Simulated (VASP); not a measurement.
Al, 2 atoms in the cell. The structure is hexagonal, space group P6_3/mmc (No. 194). The conventional cell has a = 2.793 Å, b = 2.793 Å, c = 4.637 Å, α = 90.00°, β = 90.00°, γ = 120.00°. Al (site symmetry -6m2) has 12 Al at 2.79 to 2.82 Å within 3.7 Å.  This cell differs from its parent crystal: strain -0.0200 x Voigt [1, 1, 0, 0, 0, 0].

| Property | Result |
| --- | --- |
| Program | VASP 6.6.1 |
| Task | single point |
| Functional | PBEsol |
| Potentials or basis | VASP PAW PBE potentials, release 64 (Al) |
| Cutoff | 520 eV |
| k mesh | 24 × 24 × 14 |
| Occupations | gaussian, width 0.15 eV |
| Spin | no spin polarisation |
| Dipole correction | no |
| Further INCAR settings | ALGO = Fast; EDIFF = 1e-07; NBANDS = 10 |

Potentials or basis: VASP PAW PBE potentials, release 64 (Al).

Command:

```bash
$ cat potpaw_PBE.64/Al/POTCAR > POTCAR
$ mpirun -np 1 vasp_std > vasp.out
```

Hardware: 1 thread of Intel(R) Xeon(R) Platinum 8375C CPU @ 2.90GHz (Ice Lake) (shared host).

Problem. How long does it take, and how much memory?

Solution. Wall time 78 s on 1 thread of Intel(R) Xeon(R) Platinum 8375C CPU @ 2.90GHz (Ice Lake), on a shared host, peak memory 0.24 GiB. Counts: scf iterations 14, k points 488.
